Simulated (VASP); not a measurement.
# Y (P6_3/mmc) in VASP: further runs

Y is run at these levels: PBEsol; tasks: single point, relaxation of volume and atoms at fixed shape.

Everything below comes from runs of VASP 6.6.1. Logs are shortened: lines on timing, memory, paths and dates and some standing lists are left out, and cuts for length are marked.

**1. The cell of the first run**

It takes space group P6_3/mmc (No. 194, hexagonal). The conventional cell has a = 3.566 Å, b = 3.566 Å, c = 5.603 Å, α = 90.00°, β = 90.00°, γ = 120.00°. Within 4.6 Å of Y (site symmetry -6m2) lie 12 Y at 3.48 to 3.57 Å.

**2. Single point, PBEsol**

INCAR

```
SYSTEM = Y
PREC = Accurate
ENCUT = 520
EDIFF = 1E-6
ISMEAR = 1
SIGMA = 0.05
LREAL = .False.
LASPH = .True.
NELM = 80
ALGO = Normal
ISIF = 2
LWAVE = .False.
LCHARG = .True.
GGA = PS
LELF = .True.
LVHAR = .True.
NBANDS = 18
```

KPOINTS

```
regular mesh
0
Gamma
  7 7 4
  0 0 0
```

POSCAR

```
Y
1.0
    3.5663445372      0.0000000000      0.0000000000
   -1.7831722686      3.0885449678      0.0000000000
    0.0000000000      0.0000000000      5.6032500388
Y
2
Direct
    0.3333333333      0.6666666667      0.2500000000
    0.6666666667      0.3333333333      0.7500000000
```

Potentials or basis: VASP PAW PBE potentials, release 64 (Y_sv).

On the command line:

```console
> cat potpaw_PBE.64/Y_sv/POTCAR > POTCAR
> mpirun -np 1 vasp_std > vasp.out
```

OUTCAR:

```text
SYSTEM = Y
   PREC = Accurate
   ENCUT = 520
   EDIFF = 1E-6
   ISMEAR = 1
   LREAL = .False.
   LASPH = .True.
   NELM = 80
   ISIF = 2
   GGA = PS

 ion  position               nearest neighbor table
   1  0.333  0.667  0.250-   2 3.48   2 3.48   2 3.48   2 3.48   2 3.48   2 3.48
   2  0.667  0.333  0.750-   1 3.48   1 3.48   1 3.48   1 3.48   1 3.48   1 3.48

  LATTYP: Found a hexagonal cell.
 ALAT       =     3.5663445372
 C/A-ratio  =     1.5711465845

  Lattice vectors:

 A1 = (   3.5663445372,   0.0000000000,   0.0000000000)
 A2 = (  -1.7831722686,   3.0885449678,   0.0000000000)
 A3 = (   0.0000000000,   0.0000000000,   5.6032500388)

Analysis of symmetry for initial positions (statically):
=====================================================================
 Subroutine PRICEL returns:
 Original cell was already a primitive cell.

 Routine SETGRP: Setting up the symmetry group for a
 hexagonal supercell.

 Subroutine GETGRP returns: Found 24 space group operations
 (whereof 12 operations were pure point group operations)
 out of a pool of 24 trial point group operations.

The static configuration has the point symmetry D_3d.
 The point group associated with its full space group is D_6h.

Analysis of symmetry for dynamics (positions and initial velocities):
=====================================================================
 Subroutine PRICEL returns:
 Original cell was already a primitive cell.

 Routine SETGRP: Setting up the symmetry group for a
 hexagonal supercell.

 Subroutine GETGRP returns: Found 24 space group operations
 (whereof 12 operations were pure point group operations)
 out of a pool of 24 trial point group operations.

The dynamic configuration has the point symmetry D_3d.
 The point group associated with its full space group is D_6h.

 Subroutine INISYM returns: Found 24 space group operations
 (whereof 12 operations are pure point group operations),
 and found     1 'primitive' translations

----------------------------------------------------------------------------------------

                                     Primitive cell

  volume of cell :      61.7188

  direct lattice vectors                    reciprocal lattice vectors
     3.566344537  0.000000000  0.000000000     0.280399156  0.161888528  0.000000000
    -1.783172269  3.088544968  0.000000000     0.000000000  0.323777057  0.000000000
[... 82 lines left out ...]
   ENCUT  =  520.0 eV  38.22 Ry    6.18 a.u.   6.63  6.63 10.42*2*pi/ulx,y,z
   NELM   =     80;   NELMIN=  2; NELMDL= -5     # of ELM steps
   EDIFF  = 0.1E-05   stopping-criterion for ELM
   LREAL  =      F    real-space projection
   EDIFFG = 0.1E-04   stopping-criterion for IOM
   NSW    =      0    number of steps for IOM
   IBRION =     -1    ionic relax: 0-MD 1-quasi-New 2-CG
   NFREE  =      0    steps in history (QN), initial steepest desc. (CG)
   ISIF   =      2    stress and relaxation
   ISYM   =      2    0-nonsym 1-usesym 2-fastsym
   POTIM  = 0.5000    time-step for ionic-motion
   TEBEG  =    0.0;   TEEND  =   0.0 temperature during run
   PSTRESS=    0.0 pullay stress
   NELECT =      22.0000    total number of electrons
   NUPDOWN=      -1.0000    fix difference up-down
   EMIN   =  10.00;   EMAX   =-10.00  energy-range for DOS
   EFERMI =   0.00;   METHOD = LEGACY
   ISMEAR =     1;   SIGMA  =   0.05  broadening in eV -4-tet -1-fermi 0-gaus
   EFERMI_NEDOS =   21; number of points for ismear=-14 and -15
   IALGO  =     38    algorithm
   IMIX   =      4    mixing-type and parameters
     AMIX     =   0.40;   BMIX     =  1.00
     AMIX_MAG =   1.60;   BMIX_MAG =  1.00
  volume/ion in A,a.u.               =      30.86       208.25
  Fermi-wavevector in a.u.,A,eV,Ry     =   1.160762  2.193523 18.332072  1.347369
  Thomas-Fermi vector in A             =   2.297341
   LORBIT       =      0    0 simple, 1 ext, 2 COOP (PROOUT), +10 PAW based schemes
   GGA     = PS    functional components
   LHFCALC =     F    Hartree Fock is set to
   AEXX    =    0.0000 exact exchange contribution
   IVDW    =     0    specifies the selected vdW correction
   LEPSILON=     F    determine dielectric tensor
   LRPA    =     F    only Hartree local field effects (RPA)
 non-spin polarized calculation
 Methfessel and Paxton  Order N= 1 SIGMA  =   0.05
  energy-cutoff  :      520.00
  volume of cell :       61.72
 maximum number of plane-waves:      1701
 NGX is ok and might be reduce to    28
   NGX = 13   NGY = 13   NGZ = 21

 number of electron      22.0000001 magnetization

 Free energy of the ion-electron system (eV)
  ---------------------------------------------------
  ext. energy  EPLUGINS =         0.00000000
  ---------------------------------------------------
  free energy    TOTEN  =       -13.63911470 eV

  energy without entropy =      -13.63844676  energy(sigma->0) =      -13.63889205

 E-fermi :   3.2251     XC(G=0):  -9.7817

 val. band max:        3.1845994338   @ k =   0.1429   0.1429   0.0000
 cond. band min:       3.2258815580   @ k =   0.2857   0.2857   0.5000
 fundamental gap:      0.0412821242
 Fermi energy:         3.2251257653

 k-point     1 :       0.0000    0.0000    0.0000
  band No.  band energies     occupation
      1     -39.2664      2.00000
      2     -39.1700      2.00000
      3     -19.6364      2.00000
      4     -19.0604      2.00000
      5     -19.0604      2.00000
      6     -18.9520      2.00000
[... 481 lines left out ...]
      5     -19.2920      2.00000
      6     -19.2920      2.00000
[... 10 lines left out ...]
     17       8.1948      0.00000
     18       8.1948      0.00000

------------------------ aborting loop because EDIFF is reached ----------------------------------------

  FORCE on cell =-STRESS in cart. coord.  units (eV):
  Direction    XX          YY          ZZ          XY          YZ          ZX
  --------------------------------------------------------------------------------------
  -------------------------------------------------------------------------------------
  Total        0.3451933      0.3451933      0.1405567     -0.0000000      0.0000000      0.0000000
  in kB        8.9609838      8.9609838      3.6487576     -0.0000000      0.0000000      0.0000000
  external PRESSURE =       7.1902417 kB  Pullay stress =       0.0000000 kB

 VOLUME and BASIS-vectors are now :
 -----------------------------------------------------------------------------
  energy-cutoff  :      520.00
  volume of cell :       61.72
      direct lattice vectors                 reciprocal lattice vectors
     3.566344537  0.000000000  0.000000000     0.280399156  0.161888528  0.000000000
    -1.783172269  3.088544968  0.000000000     0.000000000  0.323777057  0.000000000
     0.000000000  0.000000000  5.603250039     0.000000000  0.000000000  0.178467852

 POSITION                                       TOTAL-FORCE (eV/Angst)
 -----------------------------------------------------------------------------------
     -0.00000      2.05903      1.40081         0.000000      0.000000      0.000000
      1.78317      1.02951      4.20244        -0.000000     -0.000000      0.000000
 -----------------------------------------------------------------------------------
    total drift:                               -0.000000      0.000000     -0.000000

  FREE ENERGIE OF THE ION-ELECTRON SYSTEM (eV)
  ---------------------------------------------------
  free  energy   TOTEN  =       -13.6391146967 eV

  energy  without entropy=      -13.6384467599  energy(sigma->0) =      -13.63889205
```

Wall time 28 s (1 thread of Intel Xeon Platinum 8559C (Emerald Rapids), shared host); peak memory 0.19 GiB.

What came out:

* Free energy: -13.6391 eV
* Pressure: 0.7 GPa
* Band gap on the k mesh: zero (bands 11 and 12 overlap by 1.54 eV)

Caveat: the PAW data sets were made with another functional, which shifts forces and pressure a little.

**3. Single point, PBEsol**

This run uses another cell than the first one, of 31.49 Å³/atom.

INCAR

```
PREC = Accurate ; ENCUT = 520
EDIFF = 1E-6 ; ISMEAR = 1
SIGMA = 0.05 ; LREAL = F
LASPH = T ; NELM = 60
ALGO = Normal ; ISIF = 2
LWAVE = F ; LCHARG = T
GGA = PS ; LELF = T
LVHAR = T ; NBANDS = 18
```

KPOINTS

```
regular mesh
0
Gamma
  7 7 4
```

POSCAR

```
Y
1.0
    3.5904421907      0.0000000000      0.0000000000
   -1.7952210953      3.1094141480      0.0000000000
    0.0000000000      0.0000000000      5.6411109848
Y
2
Direct
    0.3333333333      0.6666666667      0.2500000000
    0.6666666667      0.3333333333      0.7500000000
```

Potentials or basis: VASP PAW PBE potentials, release 64 (Y_sv).

On the command line:

```console
> cat potpaw_PBE.64/Y_sv/POTCAR > POTCAR
> mpirun -np 1 vasp_std > vasp.out
```

Wall time 30 s (1 thread of Intel Xeon Platinum 8559C (Emerald Rapids), shared host); peak memory 0.19 GiB.

The run converged. Its results:

- Free energy: -13.6416 eV
- Pressure: -0.1 GPa
- Band gap on the k mesh: zero (bands 11 and 12 overlap by 1.47 eV)

Stress tensor (GPa, compression positive):
```
 0.15  0.00  0.00
 0.00  0.15  0.00
 0.00  0.00 -0.63
```

Levels at points of the mesh, in eV from the Fermi level:
```tsv
k point	band 6	band 7	band 8	band 9	band 10	band 11	band 12	band 13	band 14	band 15
(0.00, 0.00, 0.00)	-22.24	-22.24	-22.19	-4.80	-1.98	1.00	1.74	1.74	2.05	2.37
(0.00, 0.00, 0.50)	-22.29	-22.29	-22.29	-3.31	-3.31	0.93	0.93	1.66	1.66	1.66
```

Caveat: the PAW data sets were made with another functional, which shifts forces and pressure a little.

**4. Single point, PBEsol**

This run uses another cell than the first one, of 31.49 Å³/atom.

INCAR

```
SYSTEM = Y
  PREC = Accurate
  ENCUT = 520
  EDIFF = 1E-7
  ISMEAR = 1
  SIGMA = 0.05
  LREAL = .False.
  LASPH = .True.
  NELM = 100
  ALGO = Normal
  ISIF = 2
  LWAVE = .False.
  LCHARG = .False.
  GGA = PS
  NBANDS = 18
```

KPOINTS

```
regular mesh
0
Gamma
  7 7 4
  0 0 0
```

POSCAR is that of step 3.

On the command line:

```console
> cat potpaw_PBE.64/Y_sv/POTCAR > POTCAR
> mpirun -np 1 vasp_std > vasp.out
```

It took 37 s on 1 thread of Intel Xeon Platinum 8559C (Emerald Rapids), shared host; peak memory 0.19 GiB.

The run converged. Its results:

| Quantity | Value |
| --- | --- |
| Free energy | -13.6416 eV |
| Pressure | -0.1 GPa |
| Band gap on the k mesh | zero (bands 11 and 12 overlap by 1.47 eV) |

Stress tensor (GPa, compression positive):
```
 0.15  0.00  0.00
 0.00  0.15  0.00
 0.00  0.00 -0.64
```

Levels at points of the mesh, in eV from the Fermi level:
```csv
k point,band 6,band 7,band 8,band 9,band 10,band 11,band 12,band 13,band 14,band 15
"(0.00, 0.00, 0.00)",-22.24,-22.24,-22.19,-4.80,-1.98,1.00,1.74,1.74,2.05,2.37
"(0.00, 0.00, 0.50)",-22.29,-22.29,-22.29,-3.31,-3.31,0.93,0.93,1.66,1.66,1.66
```

Caveat: the PAW data sets were made with another functional, which shifts forces and pressure a little.

**5. Single point, PBEsol**

This run uses another cell than the first one, of 32.12 Å³/atom.

INCAR

```
  ALGO = Normal
  EDIFF = 1E-7
  ENCUT = 520
  GGA = PS
  ISIF = 2
  ISMEAR = 1
  LASPH = True
  LCHARG = True
  LELF = True
  LREAL = False
  LVHAR = True
  LWAVE = False
  NBANDS = 18
  NELM = 60
  PREC = Accurate
  SIGMA = 0.05
```

KPOINTS

```
k-points
0
Gamma
  7 7 4
```

POSCAR

```
Y
1.0
    3.6142206465      0.0000000000      0.0000000000
   -1.8071103233      3.1300068948      0.0000000000
    0.0000000000      0.0000000000      5.6784704245
Y
2
Direct
    0.3333333333      0.6666666667      0.2500000000
    0.6666666667      0.3333333333      0.7500000000
```

On the command line:

```console
> cat potpaw_PBE.64/Y_sv/POTCAR > POTCAR
> mpirun -np 1 vasp_std > vasp.out
```

It took 36 s on 1 thread of Intel Xeon Platinum 8559C (Emerald Rapids), shared host; peak memory 0.19 GiB.

It converged, with:

- Free energy: -13.6375 eV
- Pressure: -0.9 GPa
- Band gap on the k mesh: zero (bands 11 and 12 overlap by 1.41 eV)

Stress tensor (GPa, compression positive):
```
-0.65  0.00  0.00
 0.00 -0.65  0.00
 0.00  0.00 -1.51
```

Levels at points of the mesh, in eV from the Fermi level:
| k point | band 7 | band 8 | band 9 | band 10 | band 11 | band 12 | band 13 | band 14 |
| --- | --- | --- | --- | --- | --- | --- | --- | --- |
| (0.00, 0.00, 0.00) | -22.30 | -22.25 | -4.77 | -1.94 | 0.94 | 1.72 | 1.72 | 2.03 |
| (0.00, 0.00, 0.50) | -22.35 | -22.35 | -3.30 | -3.30 | 0.92 | 0.92 | 1.64 | 1.64 |

Caveat: the PAW data sets were made with another functional, which shifts forces and pressure a little.

**6. Relaxation of volume and atoms at fixed shape, PBEsol**

This run uses another cell than the first one, of 33.01 Å³/atom.

INCAR

```
  ALGO = Normal
  EDIFF = 1E-6
  EDIFFG = -0.01
  ENCUT = 600
  GGA = PS
  IBRION = 2
  ISIF = 8
  ISMEAR = 1
  LASPH = T
  LCHARG = F
  LREAL = F
  LWAVE = F
  NELM = 80
  NSW = 80
  PREC = Accurate
  SIGMA = 0.05
```

KPOINTS is that of step 5.

POSCAR

```
Y
1.0
    3.6474000000      0.0000000000      0.0000000000
   -1.8237000000      3.1587410000      0.0000000000
    0.0000000000      0.0000000000      5.7306000000
Y
2
Direct
    0.3333333333      0.6666666667      0.2500000000
    0.6666666667      0.3333333333      0.7500000000
```

Potentials or basis: VASP PAW PBE potentials, release 64 (Y_sv).

On the command line:

```console
> cat potpaw_PBE.64/Y_sv/POTCAR > POTCAR
> mpirun -np 1 vasp_std > vasp.out
```

It took 83 s on 1 thread of Intel Xeon Platinum 8559C (Emerald Rapids), shared host; peak memory 0.22 GiB.

It converged, with:

- Free energy: -13.6420 eV
- Relaxed volume: 31.39 Å³/atom
- Relaxed cell: a = 3.586 Å, b = 3.586 Å, c = 5.635 Å, α = 90.00°, β = 90.00°, γ = 120.00°
- Space group after relaxing (to 0.1 Å): P6_3/mmc (No. 194)
- Energy gained by relaxing: 10.5 meV/atom
- Ionic steps: 3
- Pressure after relaxing: 0.0 GPa
- Band gap on the k mesh: zero (bands 11 and 12 overlap by 1.48 eV)

Stress tensor (GPa, compression positive):
```
 0.28  0.00  0.00
 0.00  0.28  0.00
 0.00  0.00 -0.48
```

The path:
```csv
step,energy change (eV),largest force (eV/Å),pressure (GPa),volume (Å³)
1,0.0000,0.0000,-2.04,66.02
2,-0.0199,0.0000,0.45,62.08
3,-0.0209,0.0000,0.03,62.77
```

Final structure:
```cif
data_structure
_symmetry_space_group_name_H-M 'P 1'
_symmetry_Int_Tables_number 1
_cell_length_a 3.5865
_cell_length_b 3.5865
_cell_length_c 5.6349
_cell_angle_alpha 90.000
_cell_angle_beta 90.000
_cell_angle_gamma 120.000
_cell_volume 62.77
loop_
_atom_site_label
_atom_site_type_symbol
_atom_site_fract_x
_atom_site_fract_y
_atom_site_fract_z
_atom_site_occupancy
Y1 Y 0.33333 0.66667 0.25000 1
Y2 Y 0.66667 0.33333 0.75000 1
```

Levels at points of the mesh, in eV from the Fermi level:
| k point | band 6 | band 7 | band 8 | band 9 | band 10 | band 11 | band 12 | band 13 | band 14 | band 15 |
| --- | --- | --- | --- | --- | --- | --- | --- | --- | --- | --- |
| (0.00, 0.00, 0.00) | -22.23 | -22.23 | -22.18 | -4.80 | -1.98 | 1.01 | 1.74 | 1.74 | 2.05 | 2.38 |
| (0.00, 0.00, 0.50) | -22.28 | -22.28 | -22.28 | -3.31 | -3.31 | 0.93 | 0.93 | 1.66 | 1.66 | 1.66 |

Caveat: the PAW data sets were made with another functional, which shifts forces and pressure a little.

**7. Overview**

| task | cell | cutoff (eV) | gap on the mesh (eV) | pressure (GPa) |
| --- | --- | --- | --- | --- |
| single point | a = 3.566, b = 3.566, c = 5.603 Å, angles 90.0, 90.0, 120.0°, 2 atoms | 520 | none | 0.7 |
| single point | a = 3.590, b = 3.590, c = 5.641 Å, angles 90.0, 90.0, 120.0°, 2 atoms | 520 | none | -0.1 |
| single point | a = 3.614, b = 3.614, c = 5.678 Å, angles 90.0, 90.0, 120.0°, 2 atoms | 520 | none | -0.9 |
| relaxation of volume and atoms at fixed shape | relaxed from a = 3.647, b = 3.647, c = 5.731 Å, angles 90.0, 90.0, 120.0°, 2 atoms | 600 | none | 0.0 |

Alike in all rows: level PBEsol; potentials or basis VASP PAW PBE potentials, release 64 (Y_sv); no spin polarisation; k mesh 7 × 7 × 4; smearing methfessel-paxton 0.05 eV.

Caveats: the PAW data sets were made with another functional, which shifts forces and pressure a little.

Total energies depend on the potentials used, so only differences within one code and one set of settings carry meaning.
